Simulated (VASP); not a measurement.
Write the native input for VASP 6.6.1 that does the following.

| Property | Result |
| --- | --- |
| Task | relaxation of cell and atoms |
| Functional | PBEsol |
| Potentials or basis | VASP PAW PBE potentials, release 64 (B, As) |
| Cutoff | 600 eV |
| k mesh | 8 × 8 × 8 |
| Occupations | fermi-dirac, width 0.02 eV |
| Spin | no spin polarisation |
| Dipole correction | no |
| Further INCAR settings | ALGO = Normal; EDIFF = 1e-06; IBRION = 2; EDIFFG = -0.005; NSW = 80; ISIF = 3 |

The structure of BAs lies in POSCAR:

```
BAs
1.0
    0.0000000000      2.4044049122      2.4044049122
    2.4044049122      0.0000000000      2.4044049122
    2.4044049122      2.4044049122      0.0000000000
B As
1 1
Direct
    0.0000000000      0.0000000000      0.0000000000
    0.2500000000      0.2500000000      0.2500000000
```

One way to write it, as run:

INCAR

```
ALGO = Normal
EDIFF = 1E-6
EDIFFG = -0.005
ENCUT = 600
GGA = PS
IBRION = 2
ISIF = 3
ISMEAR = -1
LASPH = T
LCHARG = F
LREAL = F
LWAVE = F
NELM = 80
NSW = 80
PREC = Accurate
SIGMA = 0.02
```

KPOINTS

```
k-points
0
Gamma
  8 8 8
```

Potentials or basis: VASP PAW PBE potentials, release 64 (B, As).

Command:

```console
$ cat potpaw_PBE.64/B/POTCAR potpaw_PBE.64/As/POTCAR > POTCAR
$ mpirun -np 1 vasp_std > vasp.out
```

It gave:

```json
{
 "Relaxed volume": "13.63 Å³/atom",
 "Relaxed cell": "a = 3.378 Å, b = 3.378 Å, c = 3.378 Å, α = 60.00°, β = 60.00°, γ = 60.00°",
 "Space group after relaxing (to 0.05 Å)": "F-43m (No. 216)",
 "Energy gained by relaxing": "2.3 meV/atom",
 "Ionic steps": "3",
 "Pressure after relaxing": "0.0 GPa",
 "Band gap on the k mesh": "1.09 eV, indirect (least direct gap 3.24 eV)"
}
```

Caveat: the PAW data sets were made with another functional, which shifts forces and pressure a little.

Wall time 9.1 s on 1 thread of AMD EPYC 9R45 96-Core Processor (Zen 5) (shared host), peak memory 0.13 GiB.
